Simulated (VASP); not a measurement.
MnS:

```xyz
4
Lattice="3.0990 0.0000 0.0000 0.0000 6.1981 0.0000 0.0000 0.0000 3.0990" Properties=species:S:1:pos:R:3 pbc="T T T"
Mn    1.5495    1.5495    1.5495
Mn    1.5495    4.6486    1.5495
S     0.0000    0.0000    0.0000
S     0.0000    3.0990    0.0000
```

Base run:

| Item | Value |
| --- | --- |
| Program | VASP 6.6.1 |
| Functional | PBEsol |
| Potentials or basis | VASP PAW PBE potentials, release 64 (Mn_pv, S) |
| Cutoff | 520 eV |
| k mesh | 10 × 5 × 10 |
| Occupations | fermi-dirac, width 0.1 eV |
| Spin | collinear spin, ferromagnetic start |
| Starting moments | [4.8, 4.8, 0.0, 0.0] μB |

Its results: pressure -12.3 GPa; net moment 6.74 μB per cell; site moments Mn +3.36; S -0.11 μB.

Task: The run is repeated on the same cell with these changes: spin from collinear spin, ferromagnetic start to collinear spin, antiferromagnetic start; moments at the start from [4.8, 4.8, 0.0, 0.0] to [4.8, -4.8, 0.0, 0.0]. What comes out?

Result: Pressure -6.6 GPa; net moment 0.00 μB per cell; site moments Mn +3.69, -3.69; S +0.00 μB.

Caveats: the cell stands under tension; the PAW data sets were made with another functional, which shifts forces and pressure a little; the run started ferromagnetic, and an antiferromagnetic order may lie lower in energy (at least some runs); the antiferromagnetic order is the one typed at the start, and another may lie lower (at least some runs).
